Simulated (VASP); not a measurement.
## ScAl4N: relaxation of cell and atoms with PBE

ScAl4N:

```
CELL_PARAMETERS angstrom
0.00000 3.50877 3.50877
3.50877 0.00000 3.50877
3.50877 3.50877 0.00000
ATOMIC_POSITIONS crystal
Sc 0.25000 0.25000 0.25000
Al 0.37538 0.87487 0.87487
Al 0.87487 0.87487 0.37538
Al 0.87487 0.37538 0.87487
Al 0.87487 0.87487 0.87487
N 0.50000 0.50000 0.50000
```

The cell was built from a structure type or drawn by symmetry, and may not be a known phase.

```yaml
Program: VASP 6.6.1
Task: relaxation of cell and atoms
Functional: PBE
Potentials_or_basis: VASP PAW PBE potentials, release 64 (Sc_sv, Al, N)
Cutoff: 600 eV
k_mesh: 4 × 4 × 4
Occupations: gaussian, width 0.1 eV
Spin: no spin polarisation
Dipole_correction: no
Further_INCAR_settings: ALGO = Normal; EDIFF = 1e-07; IBRION = 2; EDIFFG = -0.04; NSW = 90; ISIF = 3
```

- Relaxed volume: 16.99 Å³/atom
- Relaxed cell: a = 5.244 Å, b = 5.244 Å, c = 5.244 Å, α = 60.00°, β = 60.00°, γ = 60.00°
- Space group after relaxing (to 0.1 Å): F-43m (No. 216)
- Energy gained by relaxing: 130.6 meV/atom
- Ionic steps: 5
- Pressure after relaxing: -0.2 GPa
- Largest force after relaxing: 0.016 eV/Å

Forces on the atoms (eV/Å):
```
Sc   0.000  0.000  0.000
Al   0.009 -0.009 -0.009
Al  -0.009 -0.009  0.009
Al  -0.009  0.009 -0.009
Al   0.009  0.009  0.009
N    0.000  0.000  0.000
```

The path:
```tsv
step	energy change (eV)	largest force (eV/Å)	pressure (GPa)	volume (Å³)
1	0.0000	0.6185	18.46	86.40
2	-0.6621	0.2768	-4.77	108.85
3	-0.7829	0.1181	0.17	101.46
4	-0.7828	0.1268	-0.08	101.78
5	-0.7838	0.0159	-0.23	101.95
```

Final structure:
```
Sc Al N
1.0
     0.00000    3.70780    3.70780
     3.70780    0.00000    3.70780
     3.70780    3.70780    0.00000
Sc Al N
1 4 1
Direct
  0.25000 0.25000 0.25000
  0.37132 0.87623 0.87623
  0.87623 0.87623 0.37132
  0.87623 0.37132 0.87623
  0.87623 0.87623 0.87623
  0.50000 0.50000 0.50000
```

Levels at points of the mesh, in eV from the Fermi level:
```
           k point  band 12  band 13  band 14  band 15  band 16  band 17  band 18
(0.00, 0.00, 0.00)    -1.42    -1.42    -0.63    -0.63    -0.23    -0.23    -0.23
(0.50, 0.00, 0.00)    -2.26    -0.51    -0.05    -0.05     1.72     2.26     2.26
(0.50, 0.50, 0.00)    -0.33    -0.33     0.11     0.44     1.26     1.85     1.85
```

Wall time 3.2 min on 1 thread of Intel Xeon 8259CL, on a shared host, peak memory 0.25 GiB.

Caveat: the k points lie up to 0.37 Å⁻¹ apart in the final cell; the volume moved by over 15 % at a fixed basis, so the end points are rough; the highest band is partly filled, so the run has too few bands.
